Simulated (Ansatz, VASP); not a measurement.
## Te2Mo: VASP beside Ansatz

```
Te Mo
1.0
     3.62715    0.00000    0.00000
    -1.81358    3.14121    0.00000
     0.00000    0.00000   16.82817
Te Mo
2 1
Direct
  0.33333 0.66667 0.89680
  0.33333 0.66667 0.10320
  0.00000 0.00000 0.00000
```

Alike in both runs: task single point; functional PBE; k mesh 12 × 12 × 2; occupations gaussian, width 0.05 eV; no spin polarisation.

```csv
,VASP,Ansatz
version,VASP 6.6.1,Ansatz 0.2.0
potentials or method,"VASP PAW PBE potentials, release 64 (Te, Mo_sv), cutoff 520 eV","scalar-relativistic, plane waves, PAW"
valence electrons in the cell,26,46
```

|  | VASP | Ansatz | Ansatz less VASP |
| --- | --- | --- | --- |
| gap on the k mesh at the Fermi level (eV) | 0.88 | 0.88 | +0.002 |
| least direct gap on the mesh (eV) | 0.88 | 0.88 | +0.002 |
| rms of the force components (eV/Å) | 0.308 | 0.300 | -0.0083 |

Atom by atom the forces differ by 0.008 eV/Å (rms over components). VASP's potentials hold 26 valence electrons a cell and Ansatz's 46, so a difference there can come from the potentials and not from the codes.

Spin-orbit coupling is off throughout.
